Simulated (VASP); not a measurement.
# Si in VASP: notebook

Runs on Si. Level: PBE+D3(BJ). Tasks: single point.

Program: VASP 6.6.1. These are calculated values, not measurements. Logs are shortened: lines on timing, memory, paths and dates and some standing lists are left out, and cuts for length are marked.

**1. The cell of the first run**

The cell holds a slab with vacuum, 4 atoms: a = 3.848 Å, b = 3.848 Å, c = 18.442 Å, α = 90.00°, β = 90.00°, γ = 120.00°.

**2. Single point, PBE+D3(BJ)**

File INCAR:

```
SYSTEM = Si
  PREC = Accurate
  ENCUT = 520
  EDIFF = 1E-6
  ISMEAR = 0
  SIGMA = 0.1
  LREAL = .False.
  LASPH = .True.
  NELM = 80
  ALGO = Normal
  ISIF = 2
  LWAVE = .False.
  LCHARG = .True.
  LDIPOL = .True.
  IDIPOL = 3
  DIPOL = 0.5 0.5 0.383
  GGA = PE
  IVDW = 12
  LELF = .True.
  LVHAR = .True.
  LVACPOTAV = .True.
  NBANDS = 16
```

File KPOINTS:

```
Automatic mesh
0
Gamma
  9 9 1
  0 0 0
```

File POSCAR:

```
Si
1.0
    3.8475254770      0.0000000000      0.0000000000
   -1.9237627385      3.3320548047      0.0000000000
    0.0000000000      0.0000000000     18.4415958116
Si
4
Direct
    0.3333333333      0.6666666667      0.2695427205
    0.6666666667      0.3333333333      0.2440135900
    0.6666666667      1.3333333333      0.5228178684
    1.0000000000      1.0000000000      0.4972887379
```

Potentials or basis: VASP PAW PBE potentials, release 64 (Si).

On the command line:

```bash
cat potpaw_PBE.64/Si/POTCAR > POTCAR
mpirun -np 1 vasp_std > vasp.out
```

OUTCAR:

```text
SYSTEM = Si
   PREC = Accurate
   ENCUT = 520
   EDIFF = 1E-6
   ISMEAR = 0
   LREAL = .False.
   LASPH = .True.
   NELM = 80
   ISIF = 2
   GGA = PE
   IVDW = 12
 IVDW          = 12

 ion  position               nearest neighbor table
   1  0.333  0.667  0.270-   2 2.27   2 2.27   2 2.27
   2  0.667  0.333  0.244-   1 2.27   1 2.27   1 2.27
   3  0.667  0.333  0.523-   4 2.27   4 2.27   4 2.27
   4  0.000  0.000  0.497-   3 2.27   3 2.27   3 2.27

  LATTYP: Found a hexagonal cell.
 ALAT       =     3.8475254770
 C/A-ratio  =     4.7931055744

  Lattice vectors:

 A1 = (   3.8475254770,   0.0000000000,   0.0000000000)
 A2 = (  -1.9237627385,   3.3320548047,   0.0000000000)
 A3 = (   0.0000000000,   0.0000000000,  18.4415958116)

Analysis of symmetry for initial positions (statically):
=====================================================================
 Subroutine PRICEL returns:
 Original cell was already a primitive cell.

 Routine SETGRP: Setting up the symmetry group for a
 hexagonal supercell.

 Subroutine GETGRP returns: Found 12 space group operations
 (whereof  6 operations were pure point group operations)
 out of a pool of 24 trial point group operations.

The static configuration has the point symmetry C_3v.
 The point group associated with its full space group is D_3d.

Analysis of symmetry for dynamics (positions and initial velocities):
=====================================================================
 Subroutine PRICEL returns:
 Original cell was already a primitive cell.

 Routine SETGRP: Setting up the symmetry group for a
 hexagonal supercell.

 Subroutine GETGRP returns: Found 12 space group operations
 (whereof  6 operations were pure point group operations)
 out of a pool of 24 trial point group operations.

The dynamic configuration has the point symmetry C_3v.
 The point group associated with its full space group is D_3d.

 Subroutine INISYM returns: Found 12 space group operations
 (whereof  6 operations are pure point group operations),
 and found     1 'primitive' translations

----------------------------------------------------------------------------------------

                                     Primitive cell

  volume of cell :     236.4243

  direct lattice vectors                    reciprocal lattice vectors
     3.847525477  0.000000000  0.000000000     0.259907311  0.150057556  0.000000000
    -1.923762739  3.332054805  0.000000000     0.000000000  0.300115112  0.000000000
[... 84 lines left out ...]
   POTIM  = 0.5000    time-step for ionic-motion
   TEBEG  =    0.0;   TEEND  =   0.0 temperature during run
   PSTRESS=    0.0 pullay stress
   NELECT =      16.0000    total number of electrons
   NUPDOWN=      -1.0000    fix difference up-down
   EMIN   =  10.00;   EMAX   =-10.00  energy-range for DOS
   EFERMI =   0.00;   METHOD = LEGACY
   ISMEAR =     0;   SIGMA  =   0.10  broadening in eV -4-tet -1-fermi 0-gaus
   EFERMI_NEDOS =   21; number of points for ismear=-14 and -15
   IALGO  =     38    algorithm
   IMIX   =      4    mixing-type and parameters
     AMIX     =   0.40;   BMIX     =  1.00
     AMIX_MAG =   1.60;   BMIX_MAG =  1.00
  volume/ion in A,a.u.               =      59.11       398.87
  Fermi-wavevector in a.u.,A,eV,Ry     =   0.667141  1.260713  6.055637  0.445077
  Thomas-Fermi vector in A             =   1.741657
   LORBIT       =      0    0 simple, 1 ext, 2 COOP (PROOUT), +10 PAW based schemes
   GGA     = PE    functional components
   LHFCALC =     F    Hartree Fock is set to
   AEXX    =    0.0000 exact exchange contribution
   IVDW    =    12    specifies the selected vdW correction
   LEPSILON=     F    determine dielectric tensor
   LRPA    =     F    only Hartree local field effects (RPA)
 non-spin polarized calculation
 Gauss-broadening in eV      SIGMA  =   0.10
  energy-cutoff  :      520.00
  volume of cell :      236.42
 maximum number of plane-waves:      6399
 NGX is ok and might be reduce to    30
   NGX = 15   NGY = 15   NGZ = 69

 dipolmoment           0.000000      0.000000      0.000136 electrons x Angstroem

 number of electron      16.0000002 magnetization

 dipolmoment           0.000000      0.000000     -0.000008 electrons x Angstroem

 Free energy of the ion-electron system (eV)
  ---------------------------------------------------
  ext. energy  EPLUGINS =         0.00000000
  ---------------------------------------------------
  free energy    TOTEN  =       -19.14886214 eV

  energy without entropy =      -19.14583810  energy(sigma->0) =      -19.14735012

 E-fermi :  -1.0130     XC(G=0):  -4.2711

 val. band max:       -1.0143785019   @ k =   0.3333   0.3333   0.0000
 cond. band min:      -0.8343080851   @ k =   0.3333   0.3333   0.0000
 fundamental gap:      0.1800704167
 Fermi energy:        -1.0129761890

 k-point     1 :       0.0000    0.0000    0.0000
  band No.  band energies     occupation
      1     -12.1266      2.00000
      2     -12.0647      2.00000
      3      -4.5079      2.00000
      4      -3.8793      2.00000
      5      -2.1845      2.00000
      6      -2.1845      2.00000
[... 205 lines left out ...]
      3      -8.8005      2.00000
      4      -8.7839      2.00000
      5      -5.4577      2.00000
      6      -5.4577      2.00000
[... 8 lines left out ...]
     15       4.9764      0.00000
     16       5.3093      0.00000

------------------------ aborting loop because EDIFF is reached ----------------------------------------

 Edisp (eV)   -0.93549

 E8    (eV) :    -0.3962

  FORCE on cell =-STRESS in cart. coord.  units (eV):
  Direction    XX          YY          ZZ          XY          YZ          ZX
  --------------------------------------------------------------------------------------
  -------------------------------------------------------------------------------------
  Total      -0.15013    -0.15013    -0.72833     0.00000     0.00000     0.00000
  in kB      -1.01739    -1.01739    -4.93567     0.00000     0.00000     0.00000
  external pressure =       -2.32 kB  Pullay stress =        0.00 kB

 VOLUME and BASIS-vectors are now :
 -----------------------------------------------------------------------------
  energy-cutoff  :      520.00
  volume of cell :      236.42
      direct lattice vectors                 reciprocal lattice vectors
     3.847525477  0.000000000  0.000000000     0.259907311  0.150057556  0.000000000
    -1.923762739  3.332054805  0.000000000     0.000000000  0.300115112  0.000000000
     0.000000000  0.000000000 18.441595812     0.000000000  0.000000000  0.054225242

 POSITION                                       TOTAL-FORCE (eV/Angst)
 -----------------------------------------------------------------------------------
     -0.00000      2.22137      4.97080         0.000000      0.000000      0.103948
      1.92376      1.11068      4.50000        -0.000000      0.000000      0.051461
      1.92376      1.11068      9.64160         0.000000      0.000000     -0.051461
      0.00000      0.00000      9.17080        -0.000000     -0.000000     -0.103948
 -----------------------------------------------------------------------------------
    total drift:                                0.000000      0.000000     -0.000095

  FREE ENERGIE OF THE ION-ELECTRON SYSTEM (eV)
  ---------------------------------------------------
  free  energy   TOTEN  =       -20.0843567513 eV

  energy  without entropy=      -20.0813327107  energy(sigma->0) =      -20.08284473

 vacuum level on the upper side and lower side of the slab         3.605         3.605
```

OSZICAR:

```text
N       E                     dE             d eps       ncg     rms          rms(c)
DAV:   1     0.602022548708E+02    0.60202E+02   -0.47151E+03   384   0.702E+02
DAV:   2    -0.147463360371E+02   -0.74949E+02   -0.66974E+02   568   0.119E+02
DAV:   3    -0.196343956567E+02   -0.48881E+01   -0.48344E+01   544   0.307E+01
[... 14 lines left out ...]
DAV:  18    -0.191487610359E+02   -0.11344E-03   -0.19460E-05   496   0.207E-02    0.339E-02
DAV:  19    -0.191488294819E+02   -0.68446E-04   -0.12522E-05   448   0.169E-02    0.151E-02
DAV:  20    -0.191488504434E+02   -0.20962E-04   -0.18055E-06   496   0.656E-03    0.127E-02
DAV:  21    -0.191488617524E+02   -0.11309E-04   -0.44475E-07   360   0.295E-03    0.111E-02
DAV:  22    -0.191488621416E+02   -0.38919E-06   -0.34852E-07   400   0.304E-03
   1 F= -.20084357E+02 E0= -.20082845E+02  d E =-.302404E-02
```

stdout:

```text
POSCAR found type information on POSCAR Si
 POSCAR found :  1 types and       4 ions
 scaLAPACK will be used
 LDA part: xc-table for (Slater+PW92), standard interpolation
 POSCAR, INCAR and KPOINTS ok, starting setup
 FFT: planning ... GRIDC
 FFT: planning ... GRID_SOFT
 FFT: planning ... GRID
 WAVECAR not read
 entering main loop
 -----------------------------------------------------------------------------
|                                                                             |
|           W    W    AA    RRRRR   N    N  II  N    N   GGGG   !!!           |
|           W    W   A  A   R    R  NN   N  II  NN   N  G    G  !!!           |
|           W    W  A    A  R    R  N N  N  II  N N  N  G       !!!           |
|           W WW W  AAAAAA  RRRRR   N  N N  II  N  N N  G  GGG   !            |
|           WW  WW  A    A  R   R   N   NN  II  N   NN  G    G                |
|           W    W  A    A  R    R  N    N  II  N    N   GGGG   !!!           |
|                                                                             |
|     Did not find any points to average over, which means that no vacuum     |
|     field-free region was found. Please increase the size of  your cell     |
|     in the dimension of the dipole correction to obtain accurate            |
|     workfunction values.                                                    |
|                                                                             |
 -----------------------------------------------------------------------------
```

It took 62 s on 1 thread of Intel Xeon 6975P-C (Granite Rapids), shared host; peak memory 0.35 GiB.

What came out:

| Property | Result |
| --- | --- |
| Free energy | -20.0844 eV |
| Largest force | 0.104 eV/Å |
| Band gap on the k mesh | zero (filled and empty bands touch) |
| Dispersion energy per atom | -0.234 eV |

Forces on the atoms (eV/Å):
```
Si   0.000  0.000  0.104
Si   0.000  0.000  0.051
Si   0.000  0.000 -0.051
Si   0.000  0.000 -0.104
```

**3. Single point, PBE+D3(BJ)**

File INCAR:

```
ALGO     = Normal         # electronic algorithm
DIPOL    = 0.5 0.5 0.383
EDIFF    = 1E-6           # SCF threshold, eV
ENCUT    = 520            # plane-wave cutoff, eV
GGA      = PE             # functional
IDIPOL   = 3            
ISIF     = 2              # what is computed and relaxed
ISMEAR   = 0              # smearing method
IVDW     = 12             # dispersion correction
LASPH    = T              # aspherical terms in the spheres
LCHARG   = T              # write CHGCAR
LDIPOL   = T            
LELF     = T              # ELF
LREAL    = F              # projectors in reciprocal space
LVACPOTAV= T            
LVHAR    = T            
LWAVE    = F              # write WAVECAR
NBANDS   = 16             # bands
NELM     = 100            # most SCF steps
PREC     = Accurate       # precision mode
SIGMA    = 0.1            # smearing width, eV
```

File KPOINTS:

```
k-points
0
Gamma
  9 9 1
```

Changes to POSCAR since step 2:

```diff
@@ -10,3 +10,3 @@
     0.6666666667      0.3333333333      0.2440135900
-    0.6666666667      1.3333333333      0.5228178684
-    1.0000000000      1.0000000000      0.4972887379
+    0.0000000000      1.0000000000      0.5228178684
+    0.3333333333      0.6666666667      0.4972887379
```

Potentials or basis: VASP PAW PBE potentials, release 64 (Si).

On the command line:

```bash
cat potpaw_PBE.64/Si/POTCAR > POTCAR
mpirun -np 1 vasp_std > vasp.out
```

It took 59 s on 1 thread of Intel Xeon 6975P-C (Granite Rapids), shared host; peak memory 0.34 GiB.

Results (log left out):

| Item | Value |
| --- | --- |
| Free energy | -20.1162 eV |
| Largest force | 0.182 eV/Å |
| Band gap on the k mesh | zero (filled and empty bands touch) |
| Dispersion energy per atom | -0.234 eV |

Forces on the atoms (eV/Å):
```
Si   0.000  0.000  0.182
Si   0.000  0.000  0.036
Si   0.000  0.000 -0.036
Si   0.000  0.000 -0.182
```

Levels at points of the mesh, in eV from the Fermi level:
| k point | band 4 | band 5 | band 6 | band 7 | band 8 | band 9 | band 10 | band 11 | band 12 | band 13 |
| --- | --- | --- | --- | --- | --- | --- | --- | --- | --- | --- |
| (0.00, 0.00, 0.00) | -2.86 | -1.20 | -1.20 | -1.18 | -1.18 | 2.02 | 2.09 | 2.17 | 3.05 | 3.05 |
